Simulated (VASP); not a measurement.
# Se in VASP: a series of runs

Se is run at these levels: PBE; tasks: single point.

Program: VASP 6.6.1. These are calculated values, not measurements. Logs are shortened: lines on timing, memory, paths and dates and some standing lists are left out, and cuts for length are marked.

## (1) The cell of the first run

The typed cell holds 1 atom: a = 2.865 Å, b = 2.820 Å, c = 2.838 Å, α = 89.82°, β = 90.54°, γ = 91.13°.

## (2) Single point, PBE (the cell strained at random)

INCAR

```
PREC = Accurate ; ENCUT = 520
EDIFF = 1E-6 ; ISMEAR = 0
SIGMA = 0.1 ; LREAL = False
LASPH = True ; NELM = 100
ALGO = Normal ; ISIF = 2
LWAVE = False ; LCHARG = True
GGA = PE ; LELF = True
LVHAR = True ; NBANDS = 9
```

KPOINTS

```
regular mesh
0
Gamma
  14 14 14
```

POSCAR

```
Se
1.0
    2.8650879426     -0.0281056302     -0.0134907025
   -0.0281056302      2.8199784061      0.0044687952
   -0.0134907025      0.0044687952      2.8380503263
Se
1
Direct
    0.0000000000      0.0000000000      0.0000000000
```

Potentials or basis: VASP PAW PBE potentials, release 64 (Se).

Command:

```console
$ cat potpaw_PBE.64/Se/POTCAR > POTCAR
$ mpirun -np 1 vasp_std > vasp.out
```

OUTCAR:

```text
PREC = Accurate
   ENCUT = 520
   EDIFF = 1E-6
   ISMEAR = 0
   LREAL = False
   LASPH = True
   NELM = 100
   ISIF = 2
   GGA = PE

 ion  position               nearest neighbor table
   1  0.000  0.000  0.000-

  LATTYP: Found a triclinic cell.
 ALAT       =     4.0137641421
 B/A-ratio  =     0.7138579776
 C/A-ratio  =     1.5770822808
 COS(alpha) =     0.0003149761
 COS(beta)  =     0.6332640441
 COS(gamma) =     0.7071569512

  Lattice vectors:

 A1 = (  -2.8515972401,   0.0236368350,  -2.8245596238)
 A2 = (  -2.8650879426,   0.0281056302,   0.0134907025)
 A3 = (  -0.0011242252,   2.8110408157,  -5.6716318574)

Analysis of symmetry for initial positions (statically):
=====================================================================
 Subroutine PRICEL returns:
 Original cell was already a primitive cell.

 Routine SETGRP: Setting up the symmetry group for a
 triclinic supercell.

 Subroutine GETGRP returns: Found  2 space group operations
 (whereof  2 operations were pure point group operations)
 out of a pool of  2 trial point group operations.

The static configuration has the point symmetry S_2 .

Analysis of symmetry for dynamics (positions and initial velocities):
=====================================================================
 Subroutine PRICEL returns:
 Original cell was already a primitive cell.

 Routine SETGRP: Setting up the symmetry group for a
 triclinic supercell.

 Subroutine GETGRP returns: Found  2 space group operations
 (whereof  2 operations were pure point group operations)
 out of a pool of  2 trial point group operations.

The dynamic configuration has the point symmetry S_2 .

 Subroutine INISYM returns: Found  2 space group operations
 (whereof  2 operations are pure point group operations),
 and found     1 'primitive' translations

----------------------------------------------------------------------------------------

                                     Primitive cell

  volume of cell :      22.9272

  direct lattice vectors                    reciprocal lattice vectors
     2.865087943 -0.028105630 -0.013490702     0.349071316  0.003476437  0.001653840
    -0.028105630  2.819978406  0.004468795     0.003476437  0.354648152 -0.000541904
    -0.013490702  0.004468795  2.838050326     0.001653840 -0.000541904  0.352363284

  length of vectors
     2.865257553  2.820122002  2.838085908     0.349092544  0.354665604  0.352367582

  position of ions in fractional coordinates (direct lattice)
     0.000000000  0.000000000  0.000000000

  ion indices of the primitive-cell ions
   primitive index   ion index
                 1           1

----------------------------------------------------------------------------------------

 KPOINTS: regular mesh

Automatic generation of k-mesh.
 Grid dimensions read from file:
 generate k-points for:   14   14   14

 Generating k-lattice:

  Cartesian coordinates                     Fractional coordinates (reciprocal lattice)
     0.024933665  0.000248317  0.000118131     0.071428571  0.000000000  0.000000000
     0.000248317  0.025332011 -0.000038707     0.000000000  0.071428571 -0.000000000
     0.000118131 -0.000038707  0.025168806     0.000000000 -0.000000000  0.071428571

  Length of vectors
     0.024935182  0.025333257  0.025169113

  Shift w.r.t. Gamma in fractional coordinates (k-lattice)
     0.000000000  0.000000000  0.000000000

 Subroutine IBZKPT returns following result:
 ===========================================

 Found   1376 irreducible k-points:

 Following reciprocal coordinates:
            Coordinates               Weight
  0.000000  0.000000  0.000000      1.000000
  0.071429 -0.000000  0.000000      2.000000
  0.142857  0.000000  0.000000      2.000000
  0.214286  0.000000  0.000000      2.000000
  0.285714 -0.000000  0.000000      2.000000
  0.357143 -0.000000  0.000000      2.000000
[... 16 lines left out ...]
  0.000000  0.142857 -0.000000      2.000000
  0.071429  0.142857 -0.000000      2.000000
 [... further k-points ...]
   k-points           NKPTS =   1376   k-points in BZ     NKDIM =   1376   number of bands    NBANDS=      9
   number of dos      NEDOS =    301   number of ions     NIONS =      1
   total plane-waves  NPLWV =  13824
   dimension x,y,z NGX =    24 NGY =   24 NGZ =   24
   dimension x,y,z NGXF=    48 NGYF=   48 NGZF=   48
   ions per type =               1
   NGX,Y,Z   is equivalent  to a cutoff of  13.93, 14.15, 14.06 a.u.
   NGXF,Y,Z  is equivalent  to a cutoff of  27.85, 28.30, 28.12 a.u.
 SYSTEM =  unknown system
   PREC   = accura    normal or accurate (medium, high low for compatibility)
   ISTART =      0    job   : 0-new  1-cont  2-samecut
   ICHARG =      2    charge: 1-file 2-atom 10-const
   ISPIN  =      1    spin polarized calculation?
   LNONCOLLINEAR =      F non collinear calculations
   LSORBIT =      F    spin-orbit coupling
   LASPH  =      T    aspherical Exc in radial PAW
   ENCUT  =  520.0 eV  38.22 Ry    6.18 a.u.   5.33  5.24  5.28*2*pi/ulx,y,z
   NELM   =    100;   NELMIN=  2; NELMDL= -5     # of ELM steps
   EDIFF  = 0.1E-05   stopping-criterion for ELM
   LREAL  =      F    real-space projection
   EDIFFG = 0.1E-04   stopping-criterion for IOM
   NSW    =      0    number of steps for IOM
   IBRION =     -1    ionic relax: 0-MD 1-quasi-New 2-CG
   NFREE  =      0    steps in history (QN), initial steepest desc. (CG)
   ISIF   =      2    stress and relaxation
   ISYM   =      2    0-nonsym 1-usesym 2-fastsym
   POTIM  = 0.5000    time-step for ionic-motion
   TEBEG  =    0.0;   TEEND  =   0.0 temperature during run
   PSTRESS=    0.0 pullay stress
   NELECT =       6.0000    total number of electrons
   NUPDOWN=      -1.0000    fix difference up-down
   EMIN   =  10.00;   EMAX   =-10.00  energy-range for DOS
   EFERMI =   0.00;   METHOD = LEGACY
   ISMEAR =     0;   SIGMA  =   0.10  broadening in eV -4-tet -1-fermi 0-gaus
   EFERMI_NEDOS =   21; number of points for ismear=-14 and -15
   IALGO  =     38    algorithm
   IMIX   =      4    mixing-type and parameters
     AMIX     =   0.40;   BMIX     =  1.00
     AMIX_MAG =   1.60;   BMIX_MAG =  1.00
  volume/ion in A,a.u.               =      22.93       154.72
  Fermi-wavevector in a.u.,A,eV,Ry     =   1.047149  1.978824 14.919067  1.096520
  Thomas-Fermi vector in A             =   2.182017
   LORBIT       =      0    0 simple, 1 ext, 2 COOP (PROOUT), +10 PAW based schemes
   GGA     = PE    functional components
   LHFCALC =     F    Hartree Fock is set to
   AEXX    =    0.0000 exact exchange contribution
   IVDW    =     0    specifies the selected vdW correction
   LEPSILON=     F    determine dielectric tensor
   LRPA    =     F    only Hartree local field effects (RPA)
 non-spin polarized calculation
 Gauss-broadening in eV      SIGMA  =   0.10
  energy-cutoff  :      520.00
  volume of cell :       22.93
 maximum number of plane-waves:       633
 NGX is ok and might be reduce to    24
   NGX = 11   NGY = 11   NGZ = 11

 number of electron       5.9999999 magnetization

 Free energy of the ion-electron system (eV)
  ---------------------------------------------------
  ext. energy  EPLUGINS =         0.00000000
  ---------------------------------------------------
  free energy    TOTEN  =        -3.33339726 eV

  energy without entropy =       -3.33119725  energy(sigma->0) =       -3.33229725

 E-fermi :   4.5202     XC(G=0):  -9.8554

 val. band max:        4.5188225656   @ k =  -0.2857   0.5000   0.2143
 cond. band min:       4.5293618921   @ k =  -0.1429  -0.1429   0.2857
 fundamental gap:      0.0105393265
 Fermi energy:         4.5202128350

 k-point     1 :       0.0000    0.0000    0.0000
  band No.  band energies     occupation
      1     -11.3920      2.00000
      2       5.6693      0.00000
      3       5.9150      0.00000
      4       6.0867      0.00000
      5      12.0934      0.00000
      6      12.3352      0.00000
      7      12.5181      0.00000
      8      26.3537      0.00000
      9      26.5006      0.00000

 k-point     2 :       0.0714   -0.0000    0.0000
  band No.  band energies     occupation
      1     -11.3236      2.00000
      2       4.9341      0.00000
      3       5.9669      0.00000
      4       6.1349      0.00000
      5      12.4009      0.00000
      6      12.5955      0.00000
      7      12.9985      0.00000
      8      25.0657      0.00000
      9      25.1706      0.00000

 k-point     3 :       0.1429    0.0000    0.0000
  band No.  band energies     occupation
      1     -11.1228      2.00000
      2       3.3919      2.00000
      3       6.1208      0.00000
      4       6.2863      0.00000
      5      12.6198      0.00000
      6      12.8384      0.00000
      7      14.9702      0.00000
      8      23.2580      0.00000
      9      23.3779      0.00000

 k-point     4 :       0.2143    0.0000    0.0000
  band No.  band energies     occupation
      1     -10.8047      2.00000
      2       1.7254      2.00000
      3       6.3575      0.00000
      4       6.5205      0.00000
      5      12.9621      0.00000
      6      13.2441      0.00000
      7      17.1983      0.00000
      8      21.5841      0.00000
      9      21.7294      0.00000
[... 205 lines left out ...]
 k-point    22 :      -0.0714    0.0714    0.0000
  band No.  band energies     occupation
      1     -11.2525      2.00000
      2       5.0101      0.00000
      3       5.3700      0.00000
      4       6.0237      0.00000
      5      12.4896      0.00000
      6      13.0421      0.00000
      7      13.5014      0.00000
      8      23.5972      0.00000
      9      25.0008      0.00000

 k-point    23 :       0.0000    0.1429   -0.0000
  band No.  band energies     occupation
      1     -11.1032      2.00000
      2       3.6538      2.00000
      3       5.9011      0.00000
      4       6.1413      0.00000
      5      12.4230      0.00000
      6      12.6610      0.00000
      7      15.5061      0.00000
      8      23.1555      0.00000
      9      23.4879      0.00000

 k-point    24 :       0.0714    0.1429   -0.0000
  band No.  band energies     occupation
      1     -11.0308      2.00000
      2       3.6899      2.00000
      3       5.1379      0.00000
      4       6.1950      0.00000
      5      12.7415      0.00000
      6      13.3381      0.00000
      7      15.5984      0.00000
      8      22.4975      0.00000
      9      23.4672      0.00000

 [... further k-points ...]
[... 5 lines left out ...]
  --------------------------------------------------------------------------------------
  -------------------------------------------------------------------------------------
  Total       -0.2308909     -0.0143238     -0.0947451      0.0325193     -0.0050833      0.0181084
  in kB      -16.1349203     -1.0009668     -6.6208958      2.2724823     -0.3552249      1.2654346
  external PRESSURE =      -7.9189276 kB  Pullay stress =       0.0000000 kB

 VOLUME and BASIS-vectors are now :
 -----------------------------------------------------------------------------
  energy-cutoff  :      520.00
  volume of cell :       22.93
      direct lattice vectors                 reciprocal lattice vectors
     2.865087943 -0.028105630 -0.013490702     0.349071316  0.003476437  0.001653840
    -0.028105630  2.819978406  0.004468795     0.003476437  0.354648152 -0.000541904
    -0.013490702  0.004468795  2.838050326     0.001653840 -0.000541904  0.352363284

 POSITION                                       TOTAL-FORCE (eV/Angst)
 -----------------------------------------------------------------------------------
      0.00000      0.00000      0.00000         0.000000      0.000000     -0.000000
 -----------------------------------------------------------------------------------
    total drift:                               -0.000000      0.000000      0.000000

  FREE ENERGIE OF THE ION-ELECTRON SYSTEM (eV)
  ---------------------------------------------------
  free  energy   TOTEN  =        -3.3333972588 eV

  energy  without entropy=       -3.3311972501  energy(sigma->0) =       -3.33229725
```

Run time: 4.7 min. Hardware: 1 thread of AMD EPYC 7R43 (Zen 3), shared host; peak memory 0.32 GiB.

What came out:

```
Free energy            : -3.3334 eV
Pressure               : -0.8 GPa
Band gap on the k mesh : zero (band 3 reaches 7.22 eV, above the bottom of band 4 at 1.45 eV)
```

Caveat: the cell differs from its parent crystal (the cell strained at random).

## (3) Single point, PBE (the cell strained at random)

INCAR

```
SYSTEM = Se
  PREC = Accurate
  ENCUT = 520
  EDIFF = 1E-6
  ISMEAR = 0
  SIGMA = 0.1
  LREAL = .False.
  LASPH = .True.
  NELM = 100
  ALGO = Normal
  ISIF = 2
  LWAVE = .False.
  LCHARG = .False.
  GGA = PE
  NBANDS = 9
```

KPOINTS

```
Automatic mesh
0
Gamma
  12 12 12
  0 0 0
```

POSCAR

```
Se
1.0
    2.8802087716     -0.0514895145      0.0562112604
   -0.0514895145      2.9010631492      0.0020517110
    0.0562112604      0.0020517110      2.8750373357
Se
1
Direct
    0.0000000000      0.0000000000      0.0000000000
```

Potentials or basis: VASP PAW PBE potentials, release 64 (Se).

Command:

```console
$ cat potpaw_PBE.64/Se/POTCAR > POTCAR
$ mpirun -np 1 vasp_std > vasp.out
```

Wall time 3.1 min (1 thread of AMD EPYC 7R43 (Zen 3), shared host); peak memory 0.25 GiB.

Results (log left out):

| Property | Result |
| --- | --- |
| Free energy | -3.3114 eV |
| Pressure | -3.5 GPa |
| Band gap on the k mesh | zero (band 3 reaches 6.47 eV, above the bottom of band 4 at 1.17 eV) |

Stress tensor (GPa, compression positive):
```
-3.34  0.48 -0.49
 0.48 -3.95  0.06
-0.49  0.06 -3.36
```

Levels at points of the mesh, in eV from the Fermi level:
```tsv
k point	band 1	band 2	band 3	band 4	band 5	band 6	band 7	band 8
(0.00, 0.00, 0.00)	-15.53	1.12	1.30	1.47	7.51	7.87	7.93	21.29
(0.50, 0.00, 0.00)	-13.66	-6.43	2.42	2.62	9.84	10.95	12.32	13.36
(0.00, 0.50, 0.00)	-13.74	-6.39	2.47	2.67	9.87	11.05	12.37	13.47
(0.50, 0.50, 0.00)	-11.91	-4.84	-4.45	3.32	3.72	12.88	15.41	15.80
(0.00, 0.00, 0.50)	-13.64	-6.44	2.42	2.64	9.90	11.01	12.28	13.23
(0.50, 0.00, 0.50)	-11.80	-4.84	-4.43	3.33	3.60	12.83	15.15	15.61
(0.00, 0.50, 0.50)	-11.88	-4.72	-4.58	3.31	3.69	12.79	15.52	15.67
(0.50, 0.50, 0.50)	-10.04	-3.36	-3.07	-2.83	5.75	6.05	6.47	10.11
```

Caveat: the cell differs from its parent crystal (the cell strained at random).

(Part 1 of 2 ends here.)
